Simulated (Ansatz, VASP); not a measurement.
**Two plane-wave programs on CdS**

```xyz
2
Lattice="0.0000 2.9165 3.0040 2.9165 0.0000 3.0040 2.9165 2.9165 0.0000" Properties=species:S:1:pos:R:3 pbc="T T T"
Cd    0.0000    0.0000    0.0000
S     1.4583    1.4583    1.5020
```

Change from the starting cell: z stretched by +3 %, ions relaxed.

Alike in both runs: functional PBE; k mesh 13 × 13 × 13; occupations fermi-dirac, width 0.02 eV; no spin polarisation.

Ansatz relaxed the structure, and its values are those at the end. VASP's run is a single point on that final structure, the one shown.

|  | VASP | Ansatz |
| --- | --- | --- |
| version | VASP 6.6.1 | Ansatz 0.2.0 |
| potentials or method | VASP PAW PBE potentials, release 64 (Cd, S) | plane-wave PAW, scalar-relativistic |
| plane-wave cutoff (eV) | 520 | 420 |
| valence electrons in the cell | 18 | 26 |

|  | VASP | Ansatz | Ansatz less VASP |
| --- | --- | --- | --- |
| gap on the k mesh at the Fermi level (eV) | 1.05 | 1.05 | -0.003 |
| pressure (GPa) | 1.3 | 1.0 | -0.31 |

With one functional, cell and mesh, what is left measures potentials, basis and numerics. VASP's potentials hold 18 valence electrons a cell and Ansatz's 26, so a difference there can come from the potentials and not from the codes. Ansatz's warnings: stress scf threshold loose.
